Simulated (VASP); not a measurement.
# Yb (Im-3m) in VASP: single point with PBE

Aim: the single point of Yb with PBE.

All numbers are computed with VASP 6.6.1; they aren't measurements. Logs are shortened: lines on timing, memory, paths and dates and some standing lists are left out, and cuts for length are marked.

### Step 1. The cell of the first run

Symmetry: Im-3m, No. 229, cubic system. Conventional cell: a = 4.303 Å, b = 4.303 Å, c = 4.303 Å, α = 90.00°, β = 90.00°, γ = 90.00°. Within 4.9 Å of Yb (site symmetry m-3m) lie 14 Yb at 3.73 to 4.30 Å.

This isn't the form of Yb at room conditions, which is fcc.

### Step 2. Single point, PBE

The input, INCAR:

```
PREC     = Accurate       # precision mode
ENCUT    = 520            # plane-wave cutoff, eV
EDIFF    = 1E-6           # SCF threshold, eV
ISMEAR   = 0              # smearing method
SIGMA    = 0.05           # smearing width, eV
LREAL    = False          # projectors in reciprocal space
LASPH    = True           # aspherical terms in the spheres
NELM     = 100            # most SCF steps
ALGO     = Normal         # electronic algorithm
ISIF     = 2              # what is computed and relaxed
LWAVE    = False          # write WAVECAR
LCHARG   = False          # write CHGCAR
GGA      = PE             # functional
NBANDS   = 18             # bands
```

The input, KPOINTS:

```
Automatic mesh
0
Gamma
  14 14 14
```

The input, POSCAR:

```
Yb
1.0
   -2.1514830000      2.1514830000      2.1514830000
    2.1514830000     -2.1514830000      2.1514830000
    2.1514830000      2.1514830000     -2.1514830000
Yb
1
Direct
    0.0000000000      0.0000000000      0.0000000000
```

Potentials or basis: VASP PAW PBE potentials, release 64 (Yb).

On the command line:

```
cat potpaw_PBE.64/Yb/POTCAR > POTCAR
mpirun -np 1 vasp_std > vasp.out
```

OUTCAR:

```text
PREC = Accurate
   ENCUT = 520
   EDIFF = 1E-6
   ISMEAR = 0
   LREAL = False
   LASPH = True
   NELM = 100
   ISIF = 2
   GGA = PE

 ion  position               nearest neighbor table
   1  0.000  0.000  0.000-

  LATTYP: Found a body centered cubic cell.
 ALAT       =     4.3029660000

  Lattice vectors:

 A1 = (  -2.1514830000,   2.1514830000,   2.1514830000)
 A2 = (   2.1514830000,  -2.1514830000,   2.1514830000)
 A3 = (   2.1514830000,   2.1514830000,  -2.1514830000)

Analysis of symmetry for initial positions (statically):
=====================================================================
 Subroutine PRICEL returns:
 Original cell was already a primitive cell.

 Routine SETGRP: Setting up the symmetry group for a
 body centered cubic supercell.

 Subroutine GETGRP returns: Found 48 space group operations
 (whereof 48 operations were pure point group operations)
 out of a pool of 48 trial point group operations.

The static configuration has the point symmetry O_h .

Analysis of symmetry for dynamics (positions and initial velocities):
=====================================================================
 Subroutine PRICEL returns:
 Original cell was already a primitive cell.

 Routine SETGRP: Setting up the symmetry group for a
 body centered cubic supercell.

 Subroutine GETGRP returns: Found 48 space group operations
 (whereof 48 operations were pure point group operations)
 out of a pool of 48 trial point group operations.

The dynamic configuration has the point symmetry O_h .

 Subroutine INISYM returns: Found 48 space group operations
 (whereof 48 operations are pure point group operations),
 and found     1 'primitive' translations

----------------------------------------------------------------------------------------

                                     Primitive cell

  volume of cell :      39.8358

  direct lattice vectors                    reciprocal lattice vectors
    -2.151483000  2.151483000  2.151483000     0.000000000  0.232397839  0.232397839
     2.151483000 -2.151483000  2.151483000     0.232397839  0.000000000  0.232397839
[... 73 lines left out ...]
 SYSTEM =  unknown system
   PREC   = accura    normal or accurate (medium, high low for compatibility)
   ISTART =      0    job   : 0-new  1-cont  2-samecut
   ICHARG =      2    charge: 1-file 2-atom 10-const
   ISPIN  =      1    spin polarized calculation?
   LNONCOLLINEAR =      F non collinear calculations
   LSORBIT =      F    spin-orbit coupling
   LASPH  =      T    aspherical Exc in radial PAW
   ENCUT  =  520.0 eV  38.22 Ry    6.18 a.u.   6.93  6.93  6.93*2*pi/ulx,y,z
   NELM   =    100;   NELMIN=  2; NELMDL= -5     # of ELM steps
   EDIFF  = 0.1E-05   stopping-criterion for ELM
   LREAL  =      F    real-space projection
   EDIFFG = 0.1E-04   stopping-criterion for IOM
   NSW    =      0    number of steps for IOM
   IBRION =     -1    ionic relax: 0-MD 1-quasi-New 2-CG
   NFREE  =      0    steps in history (QN), initial steepest desc. (CG)
   ISIF   =      2    stress and relaxation
   ISYM   =      2    0-nonsym 1-usesym 2-fastsym
   POTIM  = 0.5000    time-step for ionic-motion
   TEBEG  =    0.0;   TEEND  =   0.0 temperature during run
   PSTRESS=    0.0 pullay stress
   NELECT =      24.0000    total number of electrons
   NUPDOWN=      -1.0000    fix difference up-down
   EMIN   =  10.00;   EMAX   =-10.00  energy-range for DOS
   EFERMI =   0.00;   METHOD = LEGACY
   ISMEAR =     0;   SIGMA  =   0.05  broadening in eV -4-tet -1-fermi 0-gaus
   EFERMI_NEDOS =   21; number of points for ismear=-14 and -15
   IALGO  =     38    algorithm
   IMIX   =      4    mixing-type and parameters
     AMIX     =   0.40;   BMIX     =  1.00
     AMIX_MAG =   1.60;   BMIX_MAG =  1.00
  volume/ion in A,a.u.               =      39.84       268.83
  Fermi-wavevector in a.u.,A,eV,Ry     =   1.382677  2.612880 26.011550  1.911795
  Thomas-Fermi vector in A             =   2.507346
   LORBIT       =      0    0 simple, 1 ext, 2 COOP (PROOUT), +10 PAW based schemes
   GGA     = PE    functional components
   LHFCALC =     F    Hartree Fock is set to
   AEXX    =    0.0000 exact exchange contribution
   IVDW    =     0    specifies the selected vdW correction
   LEPSILON=     F    determine dielectric tensor
   LRPA    =     F    only Hartree local field effects (RPA)
 non-spin polarized calculation
 Gauss-broadening in eV      SIGMA  =   0.05
  energy-cutoff  :      520.00
  volume of cell :       39.84
 maximum number of plane-waves:      1096
   NGX = 13   NGY = 13   NGZ = 13

 number of electron      24.0000000 magnetization

 Free energy of the ion-electron system (eV)
  ---------------------------------------------------
  ext. energy  EPLUGINS =         0.00000000
  ---------------------------------------------------
  free energy    TOTEN  =        -3.53429218 eV

  energy without entropy =       -3.53342228  energy(sigma->0) =       -3.53385723

 E-fermi :   1.2443     XC(G=0):  -9.0000

 val. band max:        1.2386882385   @ k =  -0.4286  -0.4286   0.2857
 cond. band min:       1.3052500984   @ k =  -0.4286  -0.4286   0.2143
 fundamental gap:      0.0665618599
 Fermi energy:         1.2442567477

 k-point     1 :       0.0000    0.0000    0.0000
  band No.  band energies     occupation
      1     -50.5266      2.00000
      2     -22.7715      2.00000
      3     -22.7715      2.00000
      4     -22.7715      2.00000
      5      -3.6600      2.00000
      6       0.8869      2.00000
[... 481 lines left out ...]
      5       0.7400      2.00000
      6       0.8991      2.00000
[... 10 lines left out ...]
     17       6.3490      0.00000
     18       8.9866      0.00000

 [... further k-points ...]

------------------------ aborting loop because EDIFF is reached ----------------------------------------

  FORCE on cell =-STRESS in cart. coord.  units (eV):
  Direction    XX          YY          ZZ          XY          YZ          ZX
  --------------------------------------------------------------------------------------
  -------------------------------------------------------------------------------------
  Total       -0.4736823     -0.4736823     -0.4736823     -0.0000000      0.0000000     -0.0000000
  in kB      -19.0512716    -19.0512716    -19.0512716     -0.0000000      0.0000000     -0.0000000
  external PRESSURE =     -19.0512716 kB  Pullay stress =       0.0000000 kB

 VOLUME and BASIS-vectors are now :
 -----------------------------------------------------------------------------
  energy-cutoff  :      520.00
  volume of cell :       39.84
      direct lattice vectors                 reciprocal lattice vectors
    -2.151483000  2.151483000  2.151483000     0.000000000  0.232397839  0.232397839
     2.151483000 -2.151483000  2.151483000     0.232397839  0.000000000  0.232397839
     2.151483000  2.151483000 -2.151483000     0.232397839  0.232397839  0.000000000

 POSITION                                       TOTAL-FORCE (eV/Angst)
 -----------------------------------------------------------------------------------
      0.00000      0.00000      0.00000         0.000000      0.000000      0.000000
 -----------------------------------------------------------------------------------
    total drift:                               -0.000000     -0.000000     -0.000000

  FREE ENERGIE OF THE ION-ELECTRON SYSTEM (eV)
  ---------------------------------------------------
  free  energy   TOTEN  =        -3.5342921830 eV

  energy  without entropy=       -3.5334222818  energy(sigma->0) =       -3.53385723
```

stdout:

```text
POSCAR found type information on POSCAR Yb
 POSCAR found :  1 types and       1 ions
 scaLAPACK will be used
 LDA part: xc-table for (Slater+PW92), standard interpolation
 POSCAR, INCAR and KPOINTS ok, starting setup
 FFT: planning ... GRIDC
 FFT: planning ... GRID_SOFT
 FFT: planning ... GRID
 WAVECAR not read
 entering main loop
```

Run time: 4.3 min. Hardware: 1 thread of Intel Xeon 8259CL, shared host; peak memory 0.23 GiB.

Results:

```yaml
Free_energy: -3.5343 eV
Pressure: -1.9 GPa
Band_gap_on_the_k_mesh: zero (bands 12 and 13 overlap by 0.50 eV)
```

Caveat: spin-orbit coupling is left out, which moves the levels of the heavy elements. Spin polarisation is off, so any magnetic state and its effect on volume and gap are missing.
